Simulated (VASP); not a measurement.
# BiP (rocksalt type) (Fm-3m) in VASP: notebook

BiP (rocksalt type) is run at these levels: PBE; tasks: electric field gradients.

Program: VASP 6.6.1. These are calculated values, not measurements. Logs are shortened: lines on timing, memory, paths and dates and some standing lists are left out, and cuts for length are marked.

**1. The cell of the first run**

It takes space group Fm-3m (No. 225, cubic). Conventional cell: a = 5.769 Å, b = 5.769 Å, c = 5.769 Å, α = 90.00°, β = 90.00°, γ = 90.00°. Bi (site symmetry m-3m) has 6 P at 2.88 Å within 3.8 Å. P (site symmetry m-3m) has 6 Bi at 2.88 Å within 3.8 Å.

**2. Electric field gradients, PBE (24.00 Å³/atom)**

INCAR reads:

```
SYSTEM = BiP
PREC = Accurate
ENCUT = 520
EDIFF = 1E-8
ISMEAR = -1
SIGMA = 0.05
LREAL = .False.
LASPH = .True.
NELM = 80
ALGO = Normal
ISIF = 2
LWAVE = .False.
LCHARG = .False.
GGA = PE
LEFG = .True.
NBANDS = 17
```

KPOINTS reads:

```
regular mesh
0
Gamma
  12 12 12
  0 0 0
```

POSCAR reads:

```
BiP
1.0
    0.0000000000      2.8843609856      2.8843609856
    2.8843609856      0.0000000000      2.8843609856
    2.8843609856      2.8843609856      0.0000000000
Bi P
1 1
Direct
    0.0000000000      0.0000000000      0.0000000000
    0.5000000000      0.5000000000      0.5000000000
```

Potentials or basis: VASP PAW PBE potentials, release 64 (Bi_d, P).

Run with:

```bash
$ cat potpaw_PBE.64/Bi_d/POTCAR potpaw_PBE.64/P/POTCAR > POTCAR
$ mpirun -np 1 vasp_std > vasp.out
```

OUTCAR:

```text
SYSTEM = BiP
   PREC = Accurate
   ENCUT = 520
   EDIFF = 1E-8
   ISMEAR = -1
   LREAL = .False.
   LASPH = .True.
   NELM = 80
   ISIF = 2
   GGA = PE

 ion  position               nearest neighbor table
   1  0.000  0.000  0.000-   2 2.88   2 2.88   2 2.88   2 2.88   2 2.88   2 2.88
   2  0.500  0.500  0.500-   1 2.88   1 2.88   1 2.88   1 2.88   1 2.88   1 2.88

  LATTYP: Found a face centered cubic cell.
 ALAT       =     5.7687219712

  Lattice vectors:

 A1 = (   0.0000000000,   2.8843609856,   2.8843609856)
 A2 = (   2.8843609856,   0.0000000000,   2.8843609856)
 A3 = (   2.8843609856,   2.8843609856,   0.0000000000)

Analysis of symmetry for initial positions (statically):
=====================================================================
 Subroutine PRICEL returns:
 Original cell was already a primitive cell.

 Routine SETGRP: Setting up the symmetry group for a
 face centered cubic supercell.

 Subroutine GETGRP returns: Found 48 space group operations
 (whereof 48 operations were pure point group operations)
 out of a pool of 48 trial point group operations.

The static configuration has the point symmetry O_h .

Analysis of symmetry for dynamics (positions and initial velocities):
=====================================================================
 Subroutine PRICEL returns:
 Original cell was already a primitive cell.

 Routine SETGRP: Setting up the symmetry group for a
 face centered cubic supercell.

 Subroutine GETGRP returns: Found 48 space group operations
 (whereof 48 operations were pure point group operations)
 out of a pool of 48 trial point group operations.

The dynamic configuration has the point symmetry O_h .

 Subroutine INISYM returns: Found 48 space group operations
 (whereof 48 operations are pure point group operations),
 and found     1 'primitive' translations

----------------------------------------------------------------------------------------

                                     Primitive cell

  volume of cell :      47.9931

  direct lattice vectors                    reciprocal lattice vectors
     0.000000000  2.884360986  2.884360986    -0.173348621  0.173348621  0.173348621
     2.884360986  0.000000000  2.884360986     0.173348621 -0.173348621  0.173348621
     2.884360986  2.884360986  0.000000000     0.173348621  0.173348621 -0.173348621

  length of vectors
     4.079102425  4.079102425  4.079102425     0.300248619  0.300248619  0.300248619

  position of ions in fractional coordinates (direct lattice)
     0.000000000  0.000000000  0.000000000
     0.500000000  0.500000000  0.500000000

  ion indices of the primitive-cell ions
   primitive index   ion index
                 1           1
                 2           2

----------------------------------------------------------------------------------------

 KPOINTS: regular mesh

Automatic generation of k-mesh.
 Grid dimensions read from file:
 generate k-points for:   12   12   12

 Generating k-lattice:

  Cartesian coordinates                     Fractional coordinates (reciprocal lattice)
    -0.014445718  0.014445718  0.014445718     0.083333333  0.000000000  0.000000000
     0.014445718 -0.014445718  0.014445718     0.000000000  0.083333333  0.000000000
     0.014445718  0.014445718 -0.014445718     0.000000000  0.000000000  0.083333333

  Length of vectors
     0.025020718  0.025020718  0.025020718

  Shift w.r.t. Gamma in fractional coordinates (k-lattice)
     0.000000000  0.000000000  0.000000000

 Subroutine IBZKPT returns following result:
 ===========================================

 Found     72 irreducible k-points:

 Following reciprocal coordinates:
            Coordinates               Weight
  0.000000  0.000000  0.000000      1.000000
  0.083333  0.000000  0.000000      8.000000
  0.166667  0.000000  0.000000      8.000000
  0.250000  0.000000  0.000000      8.000000
  0.333333  0.000000  0.000000      8.000000
  0.416667  0.000000  0.000000      8.000000
[... 16 lines left out ...]
  0.500000  0.166667  0.000000     24.000000
 -0.416667  0.166667  0.000000     24.000000
 [... further k-points ...]
   k-points           NKPTS =     72   k-points in BZ     NKDIM =     72   number of bands    NBANDS=     17
   number of dos      NEDOS =    301   number of ions     NIONS =      2
   total plane-waves  NPLWV =  27000
   dimension x,y,z NGX =    30 NGY =   30 NGZ =   30
   dimension x,y,z NGXF=    60 NGYF=   60 NGZF=   60
   ions per type =               1   1
   NGX,Y,Z   is equivalent  to a cutoff of  12.23, 12.23, 12.23 a.u.
   NGXF,Y,Z  is equivalent  to a cutoff of  24.45, 24.45, 24.45 a.u.
 SYSTEM =  BiP
   PREC   = accura    normal or accurate (medium, high low for compatibility)
   ISTART =      0    job   : 0-new  1-cont  2-samecut
   ICHARG =      2    charge: 1-file 2-atom 10-const
   ISPIN  =      1    spin polarized calculation?
   LNONCOLLINEAR =      F non collinear calculations
   LSORBIT =      F    spin-orbit coupling
   LASPH  =      T    aspherical Exc in radial PAW
   ENCUT  =  520.0 eV  38.22 Ry    6.18 a.u.   7.58  7.58  7.58*2*pi/ulx,y,z
   NELM   =     80;   NELMIN=  2; NELMDL= -5     # of ELM steps
   EDIFF  = 0.1E-07   stopping-criterion for ELM
   LREAL  =      F    real-space projection
   EDIFFG = 0.1E-06   stopping-criterion for IOM
   NSW    =      0    number of steps for IOM
   IBRION =     -1    ionic relax: 0-MD 1-quasi-New 2-CG
   NFREE  =      0    steps in history (QN), initial steepest desc. (CG)
   ISIF   =      2    stress and relaxation
   ISYM   =      2    0-nonsym 1-usesym 2-fastsym
   POTIM  = 0.5000    time-step for ionic-motion
   TEBEG  =    0.0;   TEEND  =   0.0 temperature during run
   PSTRESS=    0.0 pullay stress
   NELECT =      20.0000    total number of electrons
   NUPDOWN=      -1.0000    fix difference up-down
   EMIN   =  10.00;   EMAX   =-10.00  energy-range for DOS
   EFERMI =   0.00;   METHOD = LEGACY
   ISMEAR =    -1;   SIGMA  =   0.05  broadening in eV -4-tet -1-fermi 0-gaus
   EFERMI_NEDOS =   21; number of points for ismear=-14 and -15
   IALGO  =     38    algorithm
   IMIX   =      4    mixing-type and parameters
     AMIX     =   0.40;   BMIX     =  1.00
     AMIX_MAG =   1.60;   BMIX_MAG =  1.00
  volume/ion in A,a.u.               =      24.00       161.94
  Fermi-wavevector in a.u.,A,eV,Ry     =   1.222809  2.310774 20.344266  1.495261
  Thomas-Fermi vector in A             =   2.357942
   LORBIT       =      0    0 simple, 1 ext, 2 COOP (PROOUT), +10 PAW based schemes
   GGA     = PE    functional components
   LHFCALC =     F    Hartree Fock is set to
   AEXX    =    0.0000 exact exchange contribution
   IVDW    =     0    specifies the selected vdW correction
   LEPSILON=     F    determine dielectric tensor
   LRPA    =     F    only Hartree local field effects (RPA)
 non-spin polarized calculation
  energy-cutoff  :      520.00
  volume of cell :       47.99
 maximum number of plane-waves:      1308
   NGX = 15   NGY = 15   NGZ = 15

 number of electron      19.9999996 magnetization

 Free energy of the ion-electron system (eV)
  ---------------------------------------------------
  ext. energy  EPLUGINS =         0.00000000
  ---------------------------------------------------
  free energy    TOTEN  =        -9.02228890 eV

  energy without entropy =       -9.02079248  energy(sigma->0) =       -9.02154069

 E-fermi :   7.7785     XC(G=0): -10.3265

 val. band max:        7.6913891836   @ k =  -0.1667   0.1667   0.0000
 cond. band min:       7.7794091187   @ k =   0.5000   0.0000   0.0000
 fundamental gap:      0.0880199351
 Fermi energy:         7.7784841922

 k-point     1 :       0.0000    0.0000    0.0000
  band No.  band energies     occupation
      1     -15.4066      2.00000
      2     -15.4066      2.00000
      3     -15.4066      2.00000
      4     -15.4007      2.00000
      5     -15.4007      2.00000
      6      -6.4035      2.00000
[... 9 lines left out ...]
     16      13.2622      0.00000
     17      15.4566      0.00000

 k-point     2 :       0.0833    0.0000    0.0000
  band No.  band energies     occupation
      1     -15.4062      2.00000
      2     -15.4055      2.00000
      3     -15.4055      2.00000
      4     -15.4007      2.00000
      5     -15.4007      2.00000
      6      -6.3170      2.00000
[... 9 lines left out ...]
     16      13.4405      0.00000
     17      16.0973      0.00000

 k-point     3 :       0.1667    0.0000    0.0000
  band No.  band energies     occupation
      1     -15.4062      2.00000
      2     -15.4062      2.00000
      3     -15.4051      2.00000
      4     -15.3973      2.00000
      5     -15.3973      2.00000
      6      -6.0583      2.00000
[... 9 lines left out ...]
     16      13.8978      0.00000
     17      17.5386      0.00000

 k-point     4 :       0.2500    0.0000    0.0000
  band No.  band energies     occupation
      1     -15.4095      2.00000
      2     -15.4095      2.00000
      3     -15.4037      2.00000
      4     -15.3902      2.00000
      5     -15.3902      2.00000
      6      -5.6314      2.00000
[... 9 lines left out ...]
     16      14.5960      0.00000
     17      19.1103      0.00000

 k-point     5 :       0.3333    0.0000    0.0000
  band No.  band energies     occupation
      1     -15.4130      2.00000
      2     -15.4130      2.00000
      3     -15.4024      2.00000
      4     -15.3828      2.00000
      5     -15.3828      2.00000
      6      -5.0461      2.00000
[... 9 lines left out ...]
     16      15.4940      0.00000
     17      20.0364      0.00000

 k-point     6 :       0.4167    0.0000    0.0000
  band No.  band energies     occupation
      1     -15.4156      2.00000
      2     -15.4156      2.00000
      3     -15.4014      2.00000
      4     -15.3774      2.00000
      5     -15.3774      2.00000
      6      -4.3326      2.00000
[... 9 lines left out ...]
     16      16.4738      0.00000
     17      18.8828      0.00000
[... 281 lines left out ...]
 k-point    21 :       0.3333    0.1667    0.0000
  band No.  band energies     occupation
      1     -15.4178      2.00000
      2     -15.4082      2.00000
      3     -15.4012      2.00000
      4     -15.3875      2.00000
      5     -15.3811      2.00000
      6      -5.1710      2.00000
[... 9 lines left out ...]
     16      16.4476      0.00000
     17      18.3117      0.00000

 k-point    22 :       0.4167    0.1667    0.0000
  band No.  band energies     occupation
      1     -15.4206      2.00000
      2     -15.4045      2.00000
      3     -15.4037      2.00000
      4     -15.3841      2.00000
      5     -15.3758      2.00000
      6      -4.5621      2.00000
[... 9 lines left out ...]
     16      17.2733      0.00000
     17      18.7016      0.00000

 k-point    23 :       0.5000    0.1667    0.0000
  band No.  band energies     occupation
      1     -15.4214      2.00000
      2     -15.4074      2.00000
      3     -15.3991      2.00000
      4     -15.3821      2.00000
      5     -15.3742      2.00000
      6      -3.8741      2.00000
[... 9 lines left out ...]
     16      17.4958      0.00000
     17      18.2993      0.00000

 k-point    24 :      -0.4167    0.1667    0.0000
  band No.  band energies     occupation
      1     -15.4200      2.00000
      2     -15.4091      2.00000
      3     -15.3967      2.00000
      4     -15.3810      2.00000
      5     -15.3767      2.00000
      6      -3.6593      2.00000
[... 9 lines left out ...]
     16      16.4103      0.00000
     17      19.1724      0.00000

 [... further k-points ...]

------------------------ aborting loop because EDIFF is reached ----------------------------------------

  FORCE on cell =-STRESS in cart. coord.  units (eV):
  Direction    XX          YY          ZZ          XY          YZ          ZX
  --------------------------------------------------------------------------------------
  -------------------------------------------------------------------------------------
  Total        0.9443408      0.9443408      0.9443408      0.0000000     -0.0000000      0.0000000
  in kB       31.5253931     31.5253931     31.5253931      0.0000000     -0.0000000      0.0000000
  external PRESSURE =      31.5253931 kB  Pullay stress =       0.0000000 kB

 VOLUME and BASIS-vectors are now :
 -----------------------------------------------------------------------------
  energy-cutoff  :      520.00
  volume of cell :       47.99
      direct lattice vectors                 reciprocal lattice vectors
     0.000000000  2.884360986  2.884360986    -0.173348621  0.173348621  0.173348621
     2.884360986  0.000000000  2.884360986     0.173348621 -0.173348621  0.173348621
     2.884360986  2.884360986  0.000000000     0.173348621  0.173348621 -0.173348621

 POSITION                                       TOTAL-FORCE (eV/Angst)
 -----------------------------------------------------------------------------------
      0.00000      0.00000      0.00000         0.000000     -0.000000      0.000000
      2.88436      2.88436      2.88436         0.000000      0.000000      0.000000
 -----------------------------------------------------------------------------------
    total drift:                               -0.000000      0.000000      0.000000

  FREE ENERGIE OF THE ION-ELECTRON SYSTEM (eV)
  ---------------------------------------------------
  free  energy   TOTEN  =        -9.0222889020 eV

  energy  without entropy=       -9.0207924849  energy(sigma->0) =       -9.02154069

 Electric field gradients (V/A^2)
---------------------------------------------------------------------
 ion       V_xx      V_yy      V_zz      V_xy      V_xz      V_yz
---------------------------------------------------------------------
   1      -0.000     0.000     0.000    -0.001    -0.001    -0.001
   2      -0.000    -0.000     0.000     0.000     0.000     0.000
---------------------------------------------------------------------

 Electric field gradients after diagonalization (V/A^2)
 (convention: |V_zz| > |V_xx| > |V_yy|)
----------------------------------------------------------------------
 ion       V_xx      V_yy      V_zz     asymmetry (V_yy - V_xx)/ V_zz
----------------------------------------------------------------------
   1       0.001     0.001    -0.002       0.000
   2      -0.000    -0.000     0.000       0.000
----------------------------------------------------------------------

           NMR quadrupolar parameters

 Cq : quadrupolar parameter    Cq=e*Q*V_zz/h
 eta: asymmetry parameters     (V_yy - V_xx)/ V_zz
 Q  : nuclear electric quadrupole moment in mb (millibarn)
----------------------------------------------------------------------
 ion       Cq(MHz)       eta       Q (mb)
----------------------------------------------------------------------
   1      -0.000       0.000       1.000
   2       0.000       0.000       1.000
----------------------------------------------------------------------
```

Run time: 30 s. Hardware: 1 thread of Intel Xeon 6975P-C (Granite Rapids), shared host; peak memory 0.2 GiB.

What came out:

| Quantity | Value |
| --- | --- |
| Free energy | -9.0223 eV |
| Pressure | 3.2 GPa |
| Largest electric field gradient by atom | zero within the noise of the run |

Caveat: the cell stands under pressure; spin-orbit coupling is left out, which moves the levels of the heavy elements.

(Continued in part 2 of 3.)
